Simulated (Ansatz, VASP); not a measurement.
HfO2 in VASP and in Ansatz

```xyz
6
Lattice="4.8135 0.0000 0.0000 0.0000 4.8135 0.0000 0.0000 0.0000 3.2054" Properties=species:S:1:pos:R:3 pbc="T T T"
Hf    0.0000    0.0000    0.0000
Hf    2.4068    2.4068    1.6027
O     0.9384    3.8751    1.6027
O     1.4683    1.4683    0.0000
O     3.3452    3.3452    0.0000
O     3.8751    0.9384    1.6027
```

Alike in both runs: task relaxation of cell and atoms; functional BLYP; dispersion D3(BJ); k mesh 6 × 6 × 8; occupations fermi-dirac, width 0.02 eV; no spin polarisation.

```csv
,VASP,Ansatz
version,VASP 6.6.1,Ansatz 0.2.0
potentials or method,"VASP PAW PBE potentials, release 64 (Hf_pv, O)","plane waves, PAW"
plane-wave cutoff (eV),600,420
valence electrons in the cell,44,76
```

```csv
,VASP,Ansatz,Ansatz less VASP
relaxed volume (Å³/atom),12.64,12.77,+0.133
relaxed cell length with the largest relative difference (Å),4.847,4.865,+0.0183
```

VASP's potentials were made for PBE, not for BLYP. VASP's potentials hold 44 valence electrons a cell and Ansatz's 76, so a difference there can come from the potentials and not from the codes.

Spin-orbit coupling is off throughout.
